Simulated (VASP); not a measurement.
Wanted: the native input for a VASP 6.6.1 run.

- Task: single point
- Functional: PBE
- Potentials or basis: VASP PAW PBE potentials, release 64 (La)
- Cutoff: 520 eV
- k mesh: 9 × 9 × 9
- Occupations: fermi-dirac, width 0.05 eV
- Spin: collinear spin
- Starting moments: [1.0, 1.0] μB
- Dipole correction: no
- Further INCAR settings: ALGO = Normal; EDIFF = 1e-06; NBANDS = 22

The structure of La lies in POSCAR:

```
La
1.0
    0.0000000000      3.4260560854      3.4260560854
    3.4260560854      0.0000000000      3.4260560854
    3.4260560854      3.4260560854      0.0000000000
La
2
Direct
    0.1250000000      0.1250000000      0.1250000000
    0.8750000000      0.8750000000      0.8750000000
```

This isn't the form of La at room conditions, which is double hcp.

One way to write it, as run:

INCAR

```
PREC = Accurate ; ENCUT = 520
EDIFF = 1E-6 ; ISMEAR = -1
SIGMA = 0.05 ; LREAL = F
LASPH = T ; NELM = 150
ALGO = Normal ; ISIF = 2
LWAVE = F ; LCHARG = F
ISPIN = 2 ; MAGMOM = 1 1
LORBIT = 11 ; LMAXMIX = 6
GGA = PE ; NBANDS = 22
```

KPOINTS

```
Automatic mesh
0
Gamma
  9 9 9
```

Potentials or basis: VASP PAW PBE potentials, release 64 (La).

Command:

```console
$ cat potpaw_PBE.64/La/POTCAR > POTCAR
$ mpirun -np 1 vasp_std > vasp.out
```

It gave:

The pressure is -2.7 GPa and the band gap on the k mesh is zero (filled and empty bands overlap). The net moment is 0.00 μB per cell. The valence electrons inside the program's atomic spheres are La 8.94.

Caveat: spin-orbit coupling is left out, which moves the levels of the heavy elements.

It took 2.1 min on 1 thread of Intel(R) Xeon(R) Platinum 8488C (Sapphire Rapids) (shared host), peak memory 0.29 GiB.
